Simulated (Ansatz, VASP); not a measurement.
One calculation of TaSi5B2, two programs

```
CELL_PARAMETERS angstrom
4.73644 0.00000 0.00000
-2.36822 4.10188 0.00000
0.00000 0.00000 5.87120
ATOMIC_POSITIONS crystal
Ta 0.33333 0.66667 0.00000
Si 0.16731 0.83269 0.50000
Si 0.16731 0.33461 0.50000
Si 0.66539 0.83269 0.50000
Si 0.66667 0.33333 0.17988
Si 0.66667 0.33333 0.82012
B 0.00000 0.00000 0.00000
B 0.66667 0.33333 0.50000
```

Alike in both runs: functional PBE; k mesh 4 × 4 × 3; occupations gaussian, width 0.2 eV; no spin polarisation.

Ansatz relaxed the structure, and its values are those at the end. VASP's run is a single point on that final structure, the one shown.

|  | VASP | Ansatz |
| --- | --- | --- |
| version | VASP 6.6.1 | Ansatz 0.2.0 |
| potentials or method | VASP PAW PBE potentials, release 64 (Ta_pv, Si, B), cutoff 500 eV | scalar-relativistic, plane waves, PAW |
| valence electrons in the cell | 37 | 39 |

Ansatz gave:

```
gap on the k mesh at the Fermi level (eV) : none
pressure (GPa)                            : 0.0
rms of the force components (eV/Å)        : 0.007
```

Problem. Which values does VASP return?

Solution. gap on the k mesh at the Fermi level (eV): none; pressure (GPa): -0.1; rms of the force components (eV/Å): 0.008.

A gap of «none» marks a metal or a gap that the smearing closes. VASP's potentials hold 37 valence electrons a cell and Ansatz's 39, so a difference there can come from the potentials and not from the codes.

The k mesh is coarse, so the values compare programs but aren't converged. Spin-orbit coupling is off throughout.
